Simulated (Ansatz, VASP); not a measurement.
# Cu in VASP and in Ansatz

```
Cu
1.0
    -1.44133    1.44133    1.44133
     1.44133   -1.44133    1.44133
     1.44133    1.44133   -1.44133
Cu
1
Direct
  0.00000 0.00000 0.00000
```

Alike in both runs: task single point; functional PBE; k mesh 10 × 10 × 10; occupations gaussian, width 0.05 eV; no spin polarisation.

```csv
,VASP,Ansatz
version,VASP 6.6.1,Ansatz 0.2.0
potentials or method,"VASP PAW PBE potentials, release 64 (Cu), cutoff 600 eV","scalar-relativistic, plane waves, PAW"
valence electrons in the cell,11,19
```

Ansatz gave:

- pressure (GPa): 0.1

Which values does VASP return?

Pressure (GPa): 0.7.

With one functional, cell and mesh, what is left measures potentials, basis and numerics. VASP's potentials hold 11 valence electrons a cell and Ansatz's 19, so a difference there can come from the potentials and not from the codes.
